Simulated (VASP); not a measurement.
# Li2CaO2 (P6/mmm) in VASP: notebook, part 2 of 2

VASP 6.6.1.

### 5 Single point, PBE, collinear spin, ferromagnetic start

Input file INCAR:

```
  PREC = Accurate
  ENCUT = 520
  EDIFF = 1E-6
  ISMEAR = 0
  SIGMA = 0.1
  LREAL = F
  LASPH = T
  NELM = 150
  ALGO = Normal
  ISIF = 2
  LWAVE = F
  LCHARG = F
  ISPIN = 2
  MAGMOM = 0 0 0 1 1
  LORBIT = 11
  GGA = PE
  NBANDS = 26
```

Input file KPOINTS:

```
regular mesh
0
Gamma
  6 6 4
```

Input file POSCAR:

```
Li2CaO2
1.0
    3.4790883300      0.0000000000      0.0000000000
   -1.7395441700      3.0129788800      0.0000000000
    0.0000000000      0.0000000000      6.4392901400
Li Ca O
2 1 2
Direct
    0.0000000000      0.0000000000      0.8337046000
    0.0000000000      0.0000000000      0.1662954000
    0.0000000000      0.0000000000      0.5000000000
    0.3333333300      0.6666666700      0.5000000000
    0.6666666700      0.3333333300      0.5000000000
```

Potentials or basis: VASP PAW PBE potentials, release 64 (Li_sv, Ca_sv, O).

Command:

```sh
$ cat potpaw_PBE.64/Li_sv/POTCAR potpaw_PBE.64/Ca_sv/POTCAR potpaw_PBE.64/O/POTCAR > POTCAR
$ mpirun -np 1 vasp_std > vasp.out
```

OUTCAR:

```text
PREC = Accurate
   ENCUT = 520
   EDIFF = 1E-6
   ISMEAR = 0
   LREAL = F
   LASPH = T
   NELM = 150
   ISIF = 2
   ISPIN = 2
   LORBIT = 11
   GGA = PE

 ion  position               nearest neighbor table
   1  0.000  0.000  0.834-   2 2.14   3 2.15
   2  0.000  0.000  0.166-   1 2.14   3 2.15
   3  0.000  0.000  0.500-   4 2.01   5 2.01   5 2.01   4 2.01   5 2.01   4 2.01   1 2.15   2 2.15

   4  0.333  0.667  0.500-   3 2.01   3 2.01   3 2.01
   5  0.667  0.333  0.500-   3 2.01   3 2.01   3 2.01

  LATTYP: Found a hexagonal cell.
 ALAT       =     3.4790883300
 C/A-ratio  =     1.8508556062

  Lattice vectors:

 A1 = (   3.4790883300,   0.0000000000,   0.0000000000)
 A2 = (  -1.7395441700,   3.0129788800,   0.0000000000)
 A3 = (   0.0000000000,   0.0000000000,   6.4392901400)

Analysis of symmetry for initial positions (statically):
=====================================================================
 Subroutine PRICEL returns:
 Original cell was already a primitive cell.

 Routine SETGRP: Setting up the symmetry group for a
 hexagonal supercell.

 Subroutine GETGRP returns: Found 24 space group operations
 (whereof 24 operations were pure point group operations)
 out of a pool of 24 trial point group operations.

The static configuration has the point symmetry D_6h.

Analysis of symmetry for dynamics (positions and initial velocities):
=====================================================================
 Subroutine PRICEL returns:
 Original cell was already a primitive cell.

 Routine SETGRP: Setting up the symmetry group for a
 hexagonal supercell.

 Subroutine GETGRP returns: Found 24 space group operations
 (whereof 24 operations were pure point group operations)
 out of a pool of 24 trial point group operations.

The dynamic configuration has the point symmetry D_6h.

Analysis of structural, dynamic, and magnetic symmetry:
[... 165 lines left out ...]

 val. band max:        3.0420377843   @ k =   0.0000   0.0000   0.5000
 cond. band min:       3.2039500096   @ k =   0.3333   0.1667   0.5000
 fundamental gap:      0.1619122253
 Fermi energy:         3.0817316583

 spin component 1

 k-point     1 :       0.0000    0.0000    0.0000
  band No.  band energies     occupation
      1     -45.5296      1.00000
      2     -45.4394      1.00000
      3     -35.8213      1.00000
      4     -17.5734      1.00000
      5     -16.8925      1.00000
      6     -16.8408      1.00000
[... 598 lines left out ...]
     25      12.2992      0.00000
     26      14.7170      0.00000
 Fermi energy:         3.0817316583

 spin component 2

 k-point     1 :       0.0000    0.0000    0.0000
  band No.  band energies     occupation
      1     -45.5298      1.00000
      2     -45.4396      1.00000
      3     -35.8213      1.00000
      4     -17.5734      1.00000
      5     -16.8925      1.00000
      6     -16.8408      1.00000
[... 598 lines left out ...]
     25      12.2991      0.00000
     26      14.7160      0.00000

------------------------ aborting loop because EDIFF is reached ----------------------------------------

  FORCE on cell =-STRESS in cart. coord.  units (eV):
  Direction    XX          YY          ZZ          XY          YZ          ZX
  --------------------------------------------------------------------------------------
  -------------------------------------------------------------------------------------
  Total       20.6079632     20.6079633      9.8972217     -0.0000000     -0.0000000     -0.0000000
  in kB      489.1545711    489.1545725    234.9223535     -0.0000008     -0.0000000     -0.0000000
  external PRESSURE =     404.4104990 kB  Pullay stress =       0.0000000 kB

 VOLUME and BASIS-vectors are now :
 -----------------------------------------------------------------------------
  energy-cutoff  :      520.00
  volume of cell :       67.50
      direct lattice vectors                 reciprocal lattice vectors
     3.479088330  0.000000000  0.000000000     0.287431621  0.165948724  0.000000000
    -1.739544170  3.012978880  0.000000000     0.000000000  0.331897448  0.000000000
     0.000000000  0.000000000  6.439290140     0.000000000  0.000000000  0.155296621

 POSITION                                       TOTAL-FORCE (eV/Angst)
 -----------------------------------------------------------------------------------
      0.00000      0.00000      5.36847         0.000000      0.000000      0.665274
      0.00000      0.00000      1.07082         0.000000     -0.000000     -0.665274
      0.00000      0.00000      3.21965         0.000000     -0.000000     -0.000000
     -0.00000      2.00865      3.21965         0.000000     -0.000000     -0.000000
      1.73954      1.00433      3.21965        -0.000000     -0.000000      0.000000
 -----------------------------------------------------------------------------------
    total drift:                                0.000000      0.000000      0.000000

  FREE ENERGIE OF THE ION-ELECTRON SYSTEM (eV)
  ---------------------------------------------------
  free  energy   TOTEN  =       -13.5740477766 eV

  energy  without entropy=      -13.5622569550  energy(sigma->0) =      -13.56815237

 total charge

# of ion       s       p       d       tot
------------------------------------------
    1        2.027   0.039   0.000   2.066
    2        2.027   0.039   0.000   2.066
    3        2.085   5.963   0.771   8.818
    4        1.628   3.385   0.000   5.013
    5        1.628   3.385   0.000   5.013
--------------------------------------------------
tot          9.395  12.812   0.771  22.977

 magnetization (x)

# of ion       s       p       d       tot
------------------------------------------
    1       -0.000  -0.000   0.000  -0.000
    2       -0.000  -0.000   0.000  -0.000
    3        0.000  -0.000  -0.000  -0.000
    4        0.000  -0.000   0.000  -0.000
    5        0.000  -0.000   0.000  -0.000
--------------------------------------------------
tot         -0.000  -0.000  -0.000  -0.000
```

Run time: 68 s. Hardware: 1 thread of AMD EPYC 7R13 (Zen 3), shared host; peak memory 0.21 GiB.

Results:

```
Free energy                                           : -13.5740 eV
Largest force                                         : 0.665 eV/Å
Band gap on the k mesh                                : zero (filled and empty bands overlap)
Net moment                                            : 0.00 μB per cell
Valence electrons inside the program's atomic spheres : Li 2.07; Ca 8.82; O 5.01
```

Forces on the atoms (eV/Å):
```
Li   0.000  0.000  0.665
Li   0.000  0.000 -0.665
Ca   0.000  0.000  0.000
O    0.000  0.000  0.000
O    0.000  0.000  0.000
```

Levels at points of the mesh, in eV from the Fermi level:
Spin up:
| k point | band 10 | band 11 | band 12 | band 13 | band 14 | band 15 | band 16 | band 17 | band 18 | band 19 |
| --- | --- | --- | --- | --- | --- | --- | --- | --- | --- | --- |
| (0.00, 0.00, 0.00) | -6.93 | -5.12 | -2.69 | -1.19 | 0.76 | 0.76 | 1.65 | 3.13 | 5.23 | 5.23 |
| (0.50, 0.00, 0.00) | -4.35 | -4.22 | -2.78 | -1.05 | -0.77 | -0.10 | 1.47 | 3.00 | 4.18 | 4.18 |
| (0.00, 0.00, 0.50) | -6.93 | -5.28 | -1.91 | -1.19 | -0.04 | 0.76 | 0.76 | 5.02 | 5.02 | 5.73 |
| (0.50, 0.00, 0.50) | -4.35 | -4.22 | -2.81 | -1.05 | -0.71 | 0.57 | 1.74 | 2.68 | 3.05 | 3.75 |
Spin down:
| k point | band 11 | band 12 | band 13 | band 14 | band 15 | band 16 | band 17 | band 18 |
| --- | --- | --- | --- | --- | --- | --- | --- | --- |
| (0.00, 0.00, 0.00) | -5.12 | -2.69 | -1.19 | 0.76 | 0.76 | 1.65 | 3.12 | 5.23 |
| (0.50, 0.00, 0.00) | -4.22 | -2.78 | -1.05 | -0.77 | -0.10 | 1.47 | 3.00 | 4.18 |
| (0.00, 0.00, 0.50) | -5.28 | -1.91 | -1.19 | -0.04 | 0.76 | 0.76 | 5.02 | 5.02 |
| (0.50, 0.00, 0.50) | -4.22 | -2.81 | -1.05 | -0.71 | 0.57 | 1.73 | 2.68 | 3.05 |

Caveat: the cutoff is under 1.25 times the usual one of these potentials, so pressure, stress and relaxed cells hold a basis-set (Pulay) error.

### 6 Single point, PBE, collinear spin, ferromagnetic start

This run uses another cell than the first one, of 25.72 Å³/atom, 1.905 times its volume.

Input file INCAR:

```
SYSTEM = Li2CaO2
PREC = Accurate
ENCUT = 520
EDIFF = 1E-6
ISMEAR = 0
SIGMA = 0.1
LREAL = .FALSE.
LASPH = .TRUE.
NELM = 150
ALGO = Normal
ISIF = 2
LWAVE = .FALSE.
LCHARG = .FALSE.
ISPIN = 2
MAGMOM = 0 0 0 1 1
LORBIT = 11
GGA = PE
NBANDS = 26
```

Input file KPOINTS:

```
Automatic mesh
0
G
  6 6 2
  0 0 0
```

Input file POSCAR:

```
Li2CaO2
1.0
    3.9747065342      0.0000000000      0.0000000000
   -1.9873532671      3.4421968312      0.0000000000
    0.0000000000      0.0000000000      9.4001764902
Li Ca O
2 1 2
Direct
    0.0000000000      0.0000000000      0.8538366759
    0.0000000000      0.0000000000      0.1461633241
    0.0000000000      0.0000000000      0.5000000000
    0.3333333333      0.6666666667      0.5000000000
    0.6666666667      0.3333333333      0.5000000000
```

Potentials or basis: VASP PAW PBE potentials, release 64 (Li_sv, Ca_sv, O).

Command:

```sh
$ cat potpaw_PBE.64/Li_sv/POTCAR potpaw_PBE.64/Ca_sv/POTCAR potpaw_PBE.64/O/POTCAR > POTCAR
$ mpirun -np 1 vasp_std > vasp.out
```

Run time: 6.5 min. Hardware: 1 thread of Oxide Virtual Turin-like, shared host; peak memory 0.29 GiB.

It converged, with:

* Free energy: -17.6686 eV
* Largest force: 0.034 eV/Å
* Net moment: 0.07 μB per cell
* Site moments: Li -0.00; Ca +0.00; O +0.04 μB
* Valence electrons inside the program's atomic spheres: Li 2.04; Ca 8.23; O 4.84

Forces in eV/Å, atoms in the order of the input:
```
Li   0.000  0.000 -0.034
Li   0.000  0.000  0.034
Ca   0.000  0.000  0.000
O    0.000  0.000  0.000
O    0.000  0.000  0.000
```

Levels at points of the mesh, in eV from the Fermi level:
Spin up:
```csv
k point,band 10,band 11,band 12,band 13,band 14,band 15,band 16,band 17,band 18,band 19
"(0.00, 0.00, 0.00)",-3.95,-2.91,-2.19,-0.29,0.20,0.20,0.43,0.86,6.08,6.08
"(0.50, 0.00, 0.00)",-2.89,-2.35,-1.20,-0.47,-0.22,0.27,0.80,2.37,2.59,2.84
"(0.00, 0.00, 0.50)",-3.95,-3.01,-1.87,-0.51,-0.29,0.20,0.20,2.09,4.34,5.95
"(0.50, 0.00, 0.50)",-2.89,-2.36,-1.21,-0.46,-0.22,0.39,0.88,2.08,2.09,3.48
```
Spin down:
```csv
k point,band 11,band 12,band 13,band 14,band 15,band 16,band 17,band 18
"(0.00, 0.00, 0.00)",-2.90,-2.21,-0.25,0.29,0.29,0.43,0.85,6.08
"(0.50, 0.00, 0.00)",-2.33,-1.18,-0.39,-0.13,0.26,0.79,2.37,2.59
"(0.00, 0.00, 0.50)",-3.00,-1.89,-0.51,-0.25,0.29,0.29,2.09,4.33
"(0.50, 0.00, 0.50)",-2.34,-1.18,-0.38,-0.13,0.38,0.86,2.08,2.09
```

Caveat: the cutoff is under 1.25 times the usual one of these potentials, so pressure, stress and relaxed cells hold a basis-set (Pulay) error.

### 7 Summary

```csv
task,spin,cell,k mesh,cutoff (eV),gap on the mesh (eV),moment (μB),largest force (eV/Å)
single point,off,"a = 3.479, b = 3.479, c = 6.439 Å, angles 90.0, 90.0, 120.0°, 5 atoms",6 × 6 × 4,520,none,-,0.67
single point,off,"a = 3.975, b = 3.975, c = 9.400 Å, angles 90.0, 90.0, 120.0°, 5 atoms",6 × 6 × 4,520,none,-,-
relaxation of cell and atoms,off,"relaxed from a = 3.479, b = 3.479, c = 6.439 Å, angles 90.0, 90.0, 120.0°, 5 atoms",6 × 6 × 4,600,none,-,0.01
single point,"collinear, ferromagnetic start","a = 3.479, b = 3.479, c = 6.439 Å, angles 90.0, 90.0, 120.0°, 5 atoms",6 × 6 × 4,520,none,0.00,0.67
single point,"collinear, ferromagnetic start","a = 3.975, b = 3.975, c = 9.400 Å, angles 90.0, 90.0, 120.0°, 5 atoms",6 × 6 × 2,520,none,0.07,0.03
```

Alike in all rows: level PBE; potentials or basis VASP PAW PBE potentials, release 64 (Li_sv, Ca_sv, O); smearing gaussian 0.1 eV.

Caveats: the cutoff is under 1.25 times the usual one of these potentials, so pressure, stress and relaxed cells hold a basis-set (Pulay) error; the volume moved by over 15 % at a fixed basis, so the end points are rough (some runs).

Absolute energies hang on the potentials; compare differences alone.
